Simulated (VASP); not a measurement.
A run of VASP 6.6.1 is set up as follows.

INCAR

```
SYSTEM = Co
PREC = Accurate
ENCUT = 520
EDIFF = 1E-7
ISMEAR = -1
SIGMA = 0.05
LREAL = .FALSE.
LASPH = .TRUE.
NELM = 150
ALGO = Normal
ISIF = 2
LWAVE = .FALSE.
LCHARG = .FALSE.
ISPIN = 2
MAGMOM = 1.89
LORBIT = 11
LMAXMIX = 4
GGA = B5
ALDAX = 1.0
AGGAX = 1.0
AGGAC = 1.0
ALDAC = 0.0
NBANDS = 14
```

File KPOINTS:

```
regular mesh
0
G
  15 15 15
  0 0 0
```

Contents of POSCAR:

```
Co
1.0
    2.2781219990      0.0000000000      0.0000000000
    0.0000000000      2.2781219990      0.0000000000
    0.0000000000      0.0000000000      2.2781219990
Co
1
Direct
    0.0000000000      0.0000000000      0.0000000000
```

Potentials or basis: VASP PAW PBE potentials, release 64 (Co).

Command:

```console
$ cat potpaw_PBE.64/Co/POTCAR > POTCAR
$ mpirun -np 1 vasp_std > vasp.out
```

(1) Predict the net moment.

(2) Estimate the pressure.

(3) Estimate the site moments.

## Answers

(1) 1.61 μB per cell.

(2) 18.7 GPa.

(3) Co +1.61 μB.

Caveat: the PAW data sets were made with another functional, which shifts forces and pressure a little.
